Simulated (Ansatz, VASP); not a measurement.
**One calculation of Ti2Co, two programs**

```
CELL_PARAMETERS angstrom
0.00000 3.56473 3.56473
3.56473 0.00000 3.56473
3.56473 3.56473 0.00000
ATOMIC_POSITIONS crystal
Ti 0.62500 0.62500 0.62500
Ti 0.12500 0.62500 0.62500
Ti 0.62500 0.62500 0.12500
Ti 0.62500 0.12500 0.62500
Co 0.00000 0.00000 0.00000
Co 0.25000 0.25000 0.25000
```

Alike in both runs: functional r2SCAN; k mesh 10 × 10 × 10; occupations gaussian, width 0.1 eV; collinear spin.

Ansatz relaxed the structure, and its values are those at the end. VASP's run is a single point on that final structure, the one shown.

```csv
,VASP,Ansatz
version,VASP 6.6.1,Ansatz 0.2.0
potentials or method,"VASP PAW PBE potentials, release 64 (Ti_sv, Co), cutoff 520 eV","scalar-relativistic, plane waves, PAW"
valence electrons in the cell,66,82
```

|  | VASP | Ansatz | Ansatz less VASP |
| --- | --- | --- | --- |
| gap on the k mesh at the Fermi level (eV) | none | none | - |
| pressure (GPa) | 0.5 | 0.0 | -0.51 |
| net moment per atom (μB) | 0.80 | 0.81 | +0.007 |
| size of the moment on the site where the two differ most (μB) | 0.41 | 0.38 | -0.038 |

VASP's potentials were made for PBE, not for r2SCAN. Site moments also hang on the region over which each program counts them. A gap of «none» marks a metal or a gap that the smearing closes. VASP's potentials hold 66 valence electrons a cell and Ansatz's 82, so a difference there can come from the potentials and not from the codes.
